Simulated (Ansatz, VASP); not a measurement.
**Rh in VASP and in Ansatz**

The input INCAR:

```
PREC = Accurate
ENCUT = 500
EDIFF = 1E-6
ISMEAR = -1
SIGMA = 0.1
LREAL = False
LASPH = True
NELM = 120
ALGO = Normal
ISIF = 2
LWAVE = False
LCHARG = False
GGA = PE
NBANDS = 14
GGA_COMPAT = False
```

The input KPOINTS:

```
Automatic mesh
0
Gamma
  16 16 16
```

Contents of POSCAR:

```
Rh
1.0
   -1.5564186060      1.5564186060      1.5564186060
    1.5564186060     -1.5564186060      1.5564186060
    1.5564186060      1.5564186060     -1.5564186060
Rh
1
Direct
    0.0000000000      0.0000000000      0.0000000000
```

Input for Ansatz:

```yaml
crystal:
  lattice:
    - [-1.556418606, 1.556418606, 1.556418606]
    - [1.556418606, -1.556418606, 1.556418606]
    - [1.556418606, 1.556418606, -1.556418606]
  atoms:
    - { symbol: Rh, position: [0.0, 0.0, 0.0] }
hamiltonian:
  xc: pbe
  pseudopotentials:
    kind: paw
    azcp:
      Rh: "pseudopotentials/Rh.paw.azcp"
basis:
  ecutwfc: 420
  fft_grid_basis: typed
kpoints:
  mp_grid: { grid: [16, 16, 16], shift: [0, 0, 0] }
magnetization:
  spin_polarized: false
scf:
  occupations: { method: fermi_dirac, width: 0.1 }
  lower_state_search: "off"
output:
  stress: true
```

Alike in both runs: task single point; functional PBE; k mesh 16 × 16 × 16; occupations fermi-dirac, width 0.1 eV; no spin polarisation.

|  | VASP | Ansatz |
| --- | --- | --- |
| version | VASP 6.6.1 | Ansatz 0.2.0 |
| potentials or method | VASP PAW PBE potentials, release 64 (Rh_pv), cutoff 500 eV | plane waves (420 eV) with PAW, scalar-relativistic |
| valence electrons in the cell | 15 | 17 |

Ansatz gave:

| Item | Value |
| --- | --- |
| pressure (GPa) | -8.2 |

Q: Which values does VASP return?

A: Pressure (GPa): -8.1.

With one functional, cell and mesh, what is left measures potentials, basis and numerics. VASP's potentials hold 15 valence electrons a cell and Ansatz's 17, so a difference there can come from the potentials and not from the codes.
